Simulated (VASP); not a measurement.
# TiSi2 (Immm) in VASP: further runs, part 2 of 2

VASP 6.6.1.

**3. Single point, PBEsol+U**

This run uses another cell than the first one, of 14.12 Å³/atom.

File INCAR:

```
ALGO = Normal
EDIFF = 1E-7
ENCUT = 520
GGA = PS
ISIF = 2
ISMEAR = -1
LASPH = T
LCHARG = F
LDAU = T
LDAUJ = 0 0
LDAUL = 2 -1
LDAUPRINT = 1
LDAUTYPE = 2
LDAUU = 4 0
LMAXMIX = 4
LREAL = F
LWAVE = F
NBANDS = 17
NELM = 150
PREC = Accurate
SIGMA = 0.05
```

File KPOINTS:

```
k-points
0
Gamma
  12 12 12
```

File POSCAR:

```
TiSi2
1.0
   -1.4739206562      1.7067866936      4.2103360844
    1.4739206562     -1.7067866936      4.2103360844
    1.4739206562      1.7067866936     -4.2103360844
Ti Si
1 2
Direct
    0.0000000000      0.0000000000      0.0000000000
    0.6720874615      0.6720874615      0.0000000000
    0.3279125385      0.3279125385      0.0000000000
```

Potentials or basis: VASP PAW PBE potentials, release 64 (Ti_sv, Si).

Command:

```sh
$ cat potpaw_PBE.64/Ti_sv/POTCAR potpaw_PBE.64/Si/POTCAR > POTCAR
$ mpirun -np 1 vasp_std > vasp.out
```

OUTCAR:

```text
EDIFF = 1E-7
   ENCUT = 520
   GGA = PS
   ISIF = 2
   ISMEAR = -1
   LASPH = T
   LREAL = F
   NELM = 150
   PREC = Accurate

 ion  position               nearest neighbor table
   1  0.000  0.000  0.000-   2 2.68   3 2.68   2 2.68   3 2.68   2 2.68   3 2.68   3 2.68   2 2.68
                             2 2.76   3 2.76
   2  0.672  0.672  0.000-   3 2.61   3 2.61   3 2.61   3 2.61   1 2.68   1 2.68   1 2.68   1 2.68
                             1 2.76   3 2.90
   3  0.328  0.328  0.000-   2 2.61   2 2.61   2 2.61   2 2.61   1 2.68   1 2.68   1 2.68   1 2.68
[... 716 lines left out ...]
  FORCE on cell =-STRESS in cart. coord.  units (eV):
  Direction    XX          YY          ZZ          XY          YZ          ZX
  --------------------------------------------------------------------------------------
  -------------------------------------------------------------------------------------
  Total        0.5344921      0.3817281      0.2855086     -0.0000000      0.0000000      0.0000000
  in kB       20.2125819     14.4355939     10.7969146     -0.0000000      0.0000000      0.0000000
  external PRESSURE =      15.1483635 kB  Pullay stress =       0.0000000 kB

 VOLUME and BASIS-vectors are now :
 -----------------------------------------------------------------------------
  energy-cutoff  :      520.00
  volume of cell :       42.37
      direct lattice vectors                 reciprocal lattice vectors
    -1.473920656  1.706786694  4.210336084     0.000000000  0.292948147  0.118755365
     1.473920656 -1.706786694  4.210336084     0.339231286  0.000000000  0.118755365
     1.473920656  1.706786694 -4.210336084     0.339231286  0.292948147  0.000000000

 POSITION                                       TOTAL-FORCE (eV/Angst)
 -----------------------------------------------------------------------------------
      0.00000      0.00000      0.00000         0.000000     -0.000000     -0.000000
      0.00000      0.00000      5.65943         0.000000     -0.000000     -0.037940
      0.00000      0.00000      2.76124        -0.000000      0.000000      0.037940
 -----------------------------------------------------------------------------------
    total drift:                               -0.000000     -0.000000      0.000000

  FREE ENERGIE OF THE ION-ELECTRON SYSTEM (eV)
  ---------------------------------------------------
  free  energy   TOTEN  =       -18.1840125251 eV

  energy  without entropy=      -18.1726845220  energy(sigma->0) =      -18.17834852
```

OSZICAR:

```text
N       E                     dE             d eps       ncg     rms          rms(c)
DAV:   1     0.133386483548E+03    0.13339E+03   -0.95674E+03  9520   0.121E+03
DAV:   2    -0.117546026511E+02   -0.14514E+03   -0.14151E+03  9723   0.316E+02
DAV:   3    -0.206867158447E+02   -0.89321E+01   -0.87516E+01 14646   0.720E+01
DAV:   4    -0.209421261572E+02   -0.25541E+00   -0.25454E+00 11893   0.112E+01
DAV:   5    -0.209500679284E+02   -0.79418E-02   -0.79401E-02 14911   0.185E+00    0.129E+01
DAV:   6    -0.185449332594E+02    0.24051E+01   -0.20165E+01 12789   0.395E+01    0.511E+00
DAV:   7    -0.182331010718E+02    0.31183E+00   -0.30272E+00 12217   0.147E+01    0.329E+00
DAV:   8    -0.182215074659E+02    0.11594E-01   -0.73706E-01 11671   0.751E+00    0.174E+00
DAV:   9    -0.181887589491E+02    0.32749E-01   -0.39537E-01 11563   0.584E+00    0.636E-01
DAV:  10    -0.181846806332E+02    0.40783E-02   -0.16957E-02 11573   0.105E+00    0.271E-01
DAV:  11    -0.181840614581E+02    0.61918E-03   -0.90224E-03 12764   0.786E-01    0.156E-01
DAV:  12    -0.181840198427E+02    0.41615E-04   -0.91115E-04 11711   0.309E-01    0.291E-02
DAV:  13    -0.181840135406E+02    0.63020E-05   -0.42197E-05 12269   0.625E-02    0.209E-02
DAV:  14    -0.181840125891E+02    0.95154E-06   -0.98330E-06 10827   0.290E-02    0.496E-03
DAV:  15    -0.181840125470E+02    0.42048E-07   -0.11390E-06 11676   0.849E-03    0.130E-03
DAV:  16    -0.181840125251E+02    0.21976E-07   -0.10409E-07  5896   0.290E-03
   1 F= -.18184013E+02 E0= -.18178349E+02  d E =-.113280E-01
```

Wall time 2 min (1 thread of Intel Xeon 6975P-C (Granite Rapids), shared host); peak memory 0.34 GiB.

Results:

```
Free energy            : -18.1840 eV
Pressure               : 1.5 GPa
Largest force          : 0.038 eV/Å
Band gap on the k mesh : zero (bands 10 and 11 overlap by 2.53 eV)
```

Forces in eV/Å, atoms in the order of the input:
```
Ti   0.000  0.000  0.000
Si   0.000  0.000 -0.038
Si   0.000  0.000  0.038
```

Levels at points of the mesh, in eV from the Fermi level:
```tsv
k point	band 6	band 7	band 8	band 9	band 10	band 11	band 12	band 13	band 14	band 15
(0.00, 0.00, 0.00)	-4.87	-4.37	-2.24	-0.66	0.76	1.80	2.64	2.96	3.78	4.10
(0.50, 0.00, 0.00)	-9.34	-4.56	-3.97	-0.78	1.09	2.23	2.73	3.52	3.85	5.24
(0.00, 0.50, 0.00)	-8.38	-3.83	-3.52	-0.83	-0.41	1.06	2.57	3.40	3.91	4.24
(0.50, 0.50, 0.00)	-5.46	-5.33	-4.89	-3.05	-1.27	-0.92	2.43	3.07	3.20	3.45
(0.50, 0.50, 0.50)	-9.04	-1.51	-1.33	-0.47	0.54	2.17	2.19	2.70	3.47	3.79
```

Eigenvalues of the final occupation matrices:
```
    site  spin  trace               eigenvalues
site 1 d     1   0.95  0.16 0.17 0.18 0.19 0.24
site 1 d     2   0.95  0.16 0.17 0.18 0.19 0.24
```

Caveat: the PAW data sets were made with another functional, which shifts forces and pressure a little; U without spin polarisation on a metal has little footing; the U is typed as a test and isn't derived for this compound.
